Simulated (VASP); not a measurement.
# MgSe (Fm-3m) in VASP: further runs, part 2 of 2

VASP 6.6.1.

## Step 3: Single point, HSE06

This run uses another cell than the first one, of 20.41 Å³/atom.

POSCAR reads:

```
MgSe
1.0
    0.0000000000      2.7330247744      2.7330247744
    2.7330247744      0.0000000000      2.7330247744
    2.7330247744      2.7330247744      0.0000000000
Mg Se
1 1
Direct
    0.0000000000      0.0000000000      0.0000000000
    0.5000000000      0.5000000000      0.5000000000
```

INCAR.step1 reads:

```
PREC     = Accurate       # precision mode
ENCUT    = 520            # plane-wave cutoff, eV
EDIFF    = 1E-5           # SCF threshold, eV
ISMEAR   = -1             # smearing method
SIGMA    = 0.02           # smearing width, eV
LREAL    = False          # projectors in reciprocal space
LASPH    = True           # aspherical terms in the spheres
NELM     = 120            # most SCF steps
ALGO     = Normal         # electronic algorithm
ISIF     = 2              # what is computed and relaxed
LWAVE    = True           # write WAVECAR
GGA      = PE             # functional
NBANDS   = 11             # bands
GGA_COMPAT= False
```

INCAR.step2 reads:

```
PREC     = Accurate       # precision mode
ENCUT    = 520            # plane-wave cutoff, eV
EDIFF    = 1E-6           # SCF threshold, eV
ISMEAR   = -1             # smearing method
SIGMA    = 0.02           # smearing width, eV
LREAL    = False          # projectors in reciprocal space
LASPH    = True           # aspherical terms in the spheres
NELM     = 120            # most SCF steps
ALGO     = Normal         # electronic algorithm
ISIF     = 2              # what is computed and relaxed
LWAVE    = False          # write WAVECAR
LCHARG   = True           # write CHGCAR
GGA      = PE             # functional
LHFCALC  = True           # exact exchange
HFSCREEN = 0.2079         # screening, 1/A
PRECFOCK = Normal       
LELF     = True           # ELF
LVHAR    = True         
ISTART   = 1            
NBANDS   = 11             # bands
GGA_COMPAT= False
```

KPOINTS reads:

```
regular mesh
0
Gamma
  6 6 6
```

Potentials or basis: VASP PAW PBE potentials, release 64 (Mg, Se).

Command:

```bash
$ cat potpaw_PBE.64/Mg/POTCAR potpaw_PBE.64/Se/POTCAR > POTCAR
$ cp INCAR.step1 INCAR
$ mpirun -np 1 vasp_std > vasp.out
$ cp INCAR.step2 INCAR
$ mpirun -np 1 vasp_std > vasp.out
```

OUTCAR:

```text
PREC = Accurate
   ENCUT = 520
   EDIFF = 1E-6
   ISMEAR = -1
   LREAL = False
   LASPH = True
   NELM = 120
   ISIF = 2
   GGA = PE
   LHFCALC = True
   HFSCREEN = 0.2079
   PRECFOCK = Normal
   ISTART = 1

 ion  position               nearest neighbor table
   1  0.000  0.000  0.000-   2 2.73   2 2.73   2 2.73   2 2.73   2 2.73   2 2.73
   2  0.500  0.500  0.500-   1 2.73   1 2.73   1 2.73   1 2.73   1 2.73   1 2.73

  LATTYP: Found a face centered cubic cell.
 ALAT       =     5.4660495488

  Lattice vectors:

 A1 = (   0.0000000000,   2.7330247744,   2.7330247744)
 A2 = (   2.7330247744,   0.0000000000,   2.7330247744)
 A3 = (   2.7330247744,   2.7330247744,   0.0000000000)

Analysis of symmetry for initial positions (statically):
=====================================================================
 Subroutine PRICEL returns:
 Original cell was already a primitive cell.

 Routine SETGRP: Setting up the symmetry group for a
 face centered cubic supercell.

 Subroutine GETGRP returns: Found 48 space group operations
[... 171 lines left out ...]
 k-point     1 :       0.0000    0.0000    0.0000
  band No.  band energies     occupation
      1     -11.5555      2.00000
      2       2.5629      2.00000
      3       2.5629      2.00000
      4       2.5629      2.00000
      5       6.0853      0.00000
      6      10.9983      0.00000
      7      10.9983      0.00000
      8      10.9983      0.00000
      9      13.6976      0.00000
     10      13.6976      0.00000
     11      14.6395      0.00000
[... 197 lines left out ...]
 k-point    16 :      -0.3333    0.5000    0.1667
  band No.  band energies     occupation
      1      -9.9333      2.00000
      2      -1.5703      2.00000
      3      -0.3113      2.00000
      4       0.0405      2.00000
      5       7.0335      0.00000
      6       9.3103      0.00000
      7      11.9062      0.00000
      8      13.1978      0.00000
      9      16.5061      0.00000
     10      17.7918      0.00000
     11      18.5519      0.00000

------------------------ aborting loop because EDIFF is reached ----------------------------------------

  FORCE on cell =-STRESS in cart. coord.  units (eV):
  Direction    XX          YY          ZZ          XY          YZ          ZX
  --------------------------------------------------------------------------------------
  -------------------------------------------------------------------------------------
  Total       -0.0830191     -0.0830191     -0.0830191     -0.0000000     -0.0000000      0.0000000
  in kB       -3.2578260     -3.2578260     -3.2578260     -0.0000000     -0.0000000      0.0000000
  external PRESSURE =      -3.2578260 kB  Pullay stress =       0.0000000 kB

 VOLUME and BASIS-vectors are now :
 -----------------------------------------------------------------------------
  energy-cutoff  :      520.00
  volume of cell :       40.83
      direct lattice vectors                 reciprocal lattice vectors
     0.000000000  2.733024774  2.733024774    -0.182947482  0.182947482  0.182947482
     2.733024774  0.000000000  2.733024774     0.182947482 -0.182947482  0.182947482
     2.733024774  2.733024774  0.000000000     0.182947482  0.182947482 -0.182947482

 POSITION                                       TOTAL-FORCE (eV/Angst)
 -----------------------------------------------------------------------------------
      0.00000      0.00000      0.00000        -0.000000     -0.000000     -0.000000
      2.73302      2.73302      2.73302         0.000000      0.000000      0.000000
 -----------------------------------------------------------------------------------
    total drift:                               -0.000000     -0.000000     -0.000000

  FREE ENERGIE OF THE ION-ELECTRON SYSTEM (eV)
  ---------------------------------------------------
  free  energy   TOTEN  =        -8.7657206552 eV

  energy  without entropy=       -8.7657206552  energy(sigma->0) =       -8.76572066
```

OUTCAR.step1:

```text
PREC = Accurate
   ENCUT = 520
   EDIFF = 1E-5
   ISMEAR = -1
   LREAL = False
[... 435 lines left out ...]
      0.00000      0.00000      0.00000        -0.000000     -0.000000     -0.000000
      2.73302      2.73302      2.73302         0.000000      0.000000      0.000000
 -----------------------------------------------------------------------------------
    total drift:                               -0.000000     -0.000000      0.000000

  FREE ENERGIE OF THE ION-ELECTRON SYSTEM (eV)
  ---------------------------------------------------
  free  energy   TOTEN  =        -7.4820209578 eV

  energy  without entropy=       -7.4820209578  energy(sigma->0) =       -7.48202096
```

Wall time 49 min (1 thread of Intel Xeon 8259CL, shared host); peak memory 0.3 GiB.

What came out:

```
Free energy            : -8.7657 eV
Pressure               : -0.3 GPa
Band gap on the k mesh : 2.63 eV (least direct gap 3.52 eV)
```

Levels at points of the mesh, in eV from the valence-band top:
```tsv
k point	band 2	band 3	band 4	band 5	band 6	band 7
(0.00, 0.00, 0.00)	0.00	0.00	0.00	3.52	8.44	8.44
(0.50, 0.00, 0.00)	-5.34	-0.62	-0.62	4.73	7.10	7.10
(0.50, 0.50, 0.00)	-4.61	-1.93	-1.93	2.63	4.82	13.06
```

Caveat: the PAW data sets were made with another functional, which shifts forces and pressure a little. A k mesh can miss the band edges.
